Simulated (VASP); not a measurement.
Set up this calculation in VASP 6.6.1, as the native input.

```
Task                   : single point
Functional             : PBE
Potentials or basis    : VASP PAW PBE potentials, release 64 (B, P)
Cutoff                 : 520 eV
k mesh                 : 10 × 10 × 10
Occupations            : gaussian, width 0.1 eV
Spin                   : no spin polarisation
Dipole correction      : no
Further INCAR settings : ALGO = Normal; EDIFF = 1e-06; NBANDS = 18
```

The structure of B2P3 lies in POSCAR:

```
B2P3
1.0
    4.0066431181      0.0000000000      0.0000000000
    0.0000000000      4.0066431181      0.0000000000
    0.0000000000      0.0000000000      4.0066431181
B P
2 3
Direct
    0.0000000000      0.0000000000      0.0000000000
    0.5000000000      0.5000000000      0.5000000000
    0.5000000000      0.0000000000      0.0000000000
    0.0000000000      0.5000000000      0.0000000000
    0.0000000000      0.0000000000      0.5000000000
```

These files were run (other wordings do the same):

INCAR

```
ALGO = Normal
EDIFF = 1E-6
ENCUT = 520
GGA = PE
ISIF = 2
ISMEAR = 0
LASPH = T
LCHARG = F
LREAL = F
LWAVE = F
NBANDS = 18
NELM = 100
PREC = Accurate
SIGMA = 0.1
```

KPOINTS

```
k-points
0
Gamma
  10 10 10
```

Potentials or basis: VASP PAW PBE potentials, release 64 (B, P).

Run with:

```console
$ cat potpaw_PBE.64/B/POTCAR potpaw_PBE.64/P/POTCAR > POTCAR
$ mpirun -np 1 vasp_std > vasp.out
```

Results of the run:

| Item | Value |
| --- | --- |
| Pressure | -0.1 GPa |

It took 20 s on 1 thread of Intel(R) Xeon(R) 6975P-C (Granite Rapids), with other jobs on the host, peak memory 0.19 GiB.
